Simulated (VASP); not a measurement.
Input of a VASP 6.6.1 run:

Contents of INCAR:

```
ALGO = Normal
EDIFF = 1E-8
ENCUT = 520
GGA = PE
ISIF = 2
ISMEAR = -1
LASPH = True
LCHARG = False
LEFG = True
LREAL = Auto
LWAVE = False
NBANDS = 108
NELECT = 180.0
NELM = 80
PREC = Accurate
SIGMA = 0.01
```

The input KPOINTS:

```
k-points
0
Gamma
  3 3 3
```

Contents of POSCAR:

```
Hf7InO16
1.0
    0.0000000000      5.1150000000      5.1150000000
    5.1150000000      0.0000000000      5.1150000000
    5.1150000000      5.1150000000      0.0000000000
In Hf O
1 7 16
Direct
    0.0000000000      0.0000000000      0.0000000000
    0.0000000000      0.0000000000      0.5000000000
    0.0000000000      0.5000000000      0.0000000000
    0.0000000000      0.5000000000      0.5000000000
    0.5000000000      0.0000000000      0.0000000000
    0.5000000000      0.0000000000      0.5000000000
    0.5000000000      0.5000000000      0.0000000000
    0.5000000000      0.5000000000      0.5000000000
    0.1250000000      0.1250000000      0.1250000000
    0.1250000000      0.1250000000      0.6250000000
    0.1250000000      0.6250000000      0.1250000000
    0.1250000000      0.6250000000      0.6250000000
    0.6250000000      0.1250000000      0.1250000000
    0.6250000000      0.1250000000      0.6250000000
    0.6250000000      0.6250000000      0.1250000000
    0.6250000000      0.6250000000      0.6250000000
    0.3750000000      0.3750000000      0.3750000000
    0.3750000000      0.3750000000      0.8750000000
    0.3750000000      0.8750000000      0.3750000000
    0.3750000000      0.8750000000      0.8750000000
    0.8750000000      0.3750000000      0.3750000000
    0.8750000000      0.3750000000      0.8750000000
    0.8750000000      0.8750000000      0.3750000000
    0.8750000000      0.8750000000      0.8750000000
```

Potentials or basis: VASP PAW PBE potentials, release 64 (In_d, Hf_pv, O).

The run is started by

```sh
$ cat potpaw_PBE.64/In_d/POTCAR potpaw_PBE.64/Hf_pv/POTCAR potpaw_PBE.64/O/POTCAR > POTCAR
$ mpirun -np 1 vasp_std > vasp.out
```

Problem. Predict the largest force.

Solution. 1.358 eV/Å.

Electric field gradients, principal values (V/Å²):
| atom | least | middle | greatest (by size) |
| --- | --- | --- | --- |
| 1 In | 0.000 | 0.000 | 0.000 |
| 2 Hf | 2.437 | 31.418 | -33.856 |
| 3 Hf | 2.437 | 31.418 | -33.856 |
| 4 Hf | 2.437 | 31.416 | -33.854 |
| 5 Hf | 2.437 | 31.418 | -33.856 |
| 6 Hf | 2.437 | 31.416 | -33.854 |
| 7 Hf | 2.437 | 31.416 | -33.854 |
| 8 Hf | 0.000 | 0.000 | -0.001 |
| 9 O | -1.322 | -1.322 | 2.644 |
| 10 O | -1.316 | -1.322 | 2.639 |
| 11 O | -1.316 | -1.322 | 2.639 |
| 12 O | -0.610 | -0.616 | 1.227 |
| 13 O | -1.316 | -1.322 | 2.639 |
| 14 O | -0.610 | -0.616 | 1.227 |
| 15 O | -0.610 | -0.616 | 1.227 |
| 16 O | -0.616 | -0.616 | 1.233 |
| 17 O | -0.616 | -0.616 | 1.233 |
| 18 O | -0.610 | -0.616 | 1.227 |
| 19 O | -0.610 | -0.616 | 1.227 |
| 20 O | -1.316 | -1.322 | 2.639 |
| 21 O | -0.610 | -0.616 | 1.227 |
| 22 O | -1.316 | -1.322 | 2.639 |
| 23 O | -1.316 | -1.322 | 2.639 |
| 24 O | -1.322 | -1.322 | 2.644 |

Caveat: the cell carries a net charge on a neutralising background, which shifts energy and pressure; without QUAD_EFG the Cq values of the log hold for a quadrupole moment of 1 mb, not for the nuclei.
